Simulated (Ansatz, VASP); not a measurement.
## Zr3C2 in VASP and in Ansatz

```xyz
5
Lattice="5.7202 0.0000 0.0000 -2.8601 4.9539 0.0000 0.0000 0.0000 4.4261" Properties=species:S:1:pos:R:3 pbc="T T T"
Zr    3.7717    0.0000    0.0000
Zr    0.9743    1.6875    0.0000
Zr   -1.8858    3.2664    0.0000
C     0.0000    0.0000    0.8123
C     0.0000    0.0000    3.6138
```

Alike in both runs: task relaxation of cell and atoms; functional PBE; k mesh 12 × 12 × 8; occupations gaussian, width 0.1 eV; no spin polarisation.

|  | VASP | Ansatz |
| --- | --- | --- |
| version | VASP 6.6.1 | Ansatz 0.2.0 |
| potentials or method | VASP PAW PBE potentials, release 64 (Zr_sv, C), cutoff 600 eV | scalar-relativistic, plane waves, PAW |
| valence electrons in the cell | 44 | 44 |

VASP gave:

```
gap on the k mesh at the Fermi level, each at its own relaxed structure (eV)  : none
relaxed volume (Å³/atom)                                                      : 25.05
relaxed length of the cell vector where the two differ most in proportion (Å) : 5.715
```

Question: What did Ansatz give for the same quantities?

Answer: gap on the k mesh at the Fermi level, each at its own relaxed structure (eV): none; relaxed volume (Å³/atom): 25.06; relaxed length of the cell vector where the two differ most in proportion (Å): 5.716.

A gap of «none» marks a metal or a gap that the smearing closes.
